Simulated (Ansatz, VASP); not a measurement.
**Au: VASP beside Ansatz**

```
Au
1.0
     1.41131   -2.55593    0.00000
     1.41131    2.55593    0.00000
     0.00000    0.00000    4.89317
Au
2
Cartesian
  1.4113 -0.8451 1.2233
  1.4113 0.8451 3.6699
```

Alike in both runs: task single point; functional PBE; k mesh 6 × 6 × 4; no spin polarisation.

|  | VASP | Ansatz |
| --- | --- | --- |
| version | VASP 6.6.1 | Ansatz 0.2.0 |
| potentials or method | VASP PAW PBE potentials, release 64 (Au), cutoff 500 eV | scalar-relativistic, plane waves, PAW |
| occupations | tetrahedron | tetrahedron-uncorrected |
| valence electrons in the cell | 22 | 38 |

VASP gave:

| Property | Result |
| --- | --- |
| gap on the k mesh at the Fermi level (eV) | none |
| pressure (GPa) | 3.9 |
| traceless stress, the component that is largest in VASP (GPa) | -2.65 |

Task: Which values does Ansatz return?

Result: gap on the k mesh at the Fermi level (eV): none; pressure (GPa): 4.2; traceless stress, the component that is largest in VASP (GPa): -2.74.

A gap of «none» marks a metal or a gap that the smearing closes. VASP's potentials hold 22 valence electrons a cell and Ansatz's 38, so a difference there can come from the potentials and not from the codes. Ansatz's warnings: band table not solved further.

The k mesh is coarse, so the values compare programs but aren't converged. Neither program's run includes spin-orbit coupling.
